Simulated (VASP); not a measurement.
Crystal: Sb.

```xyz
2
Lattice="2.1541 1.2437 3.7580 -2.1541 1.2437 3.7580 0.0000 -2.4873 3.7580" Properties=species:S:1:pos:R:3 pbc="T T T"
Sb    0.0000    0.0000    2.6269
Sb    0.0000    0.0000    8.6472
```

```yaml
Program: VASP 6.6.1
Task: relaxation of cell and atoms
Functional: r2SCAN
Potentials_or_basis: VASP PAW PBE potentials, release 64 (Sb)
Cutoff: 600 eV
k_mesh: 9 × 9 × 9
Occupations: fermi-dirac, width 0.1 eV
Spin: no spin polarisation
```

At the start: pressure 2.0 GPa; volume 30.20 Å³/atom.

Q: Where does the relaxation end?

A: Over 7 steps the energy falls by 6.7 meV/atom and the volume is 31.50 Å³/atom (+4.3 %); space group R-3m (No. 166, to 0.05 Å).

Step by step:
```tsv
step	energy change (eV)	largest force (eV/Å)	pressure (GPa)	volume (Å³)
1	0.0000	0.1383	1.98	60.41
2	-0.0052	0.2161	-1.25	63.72
3	-0.0116	0.0709	0.05	62.27
4	-0.0122	0.0550	0.04	62.39
5	-0.0132	0.0025	0.02	62.77
6	-0.0133	0.0177	0.01	62.92
7	-0.0134	0.0000	-0.02	63.00
```

Final structure:
```
Sb
1.0
     2.17406    1.25520    3.84759
    -2.17406    1.25520    3.84759
     0.00000   -2.51039    3.84759
Sb
2
Cartesian
  0.0000 0.0000 2.6777
  0.0000 0.0000 8.8651
```

Caveat: the PAW data sets were made with another functional, which shifts forces and pressure a little.
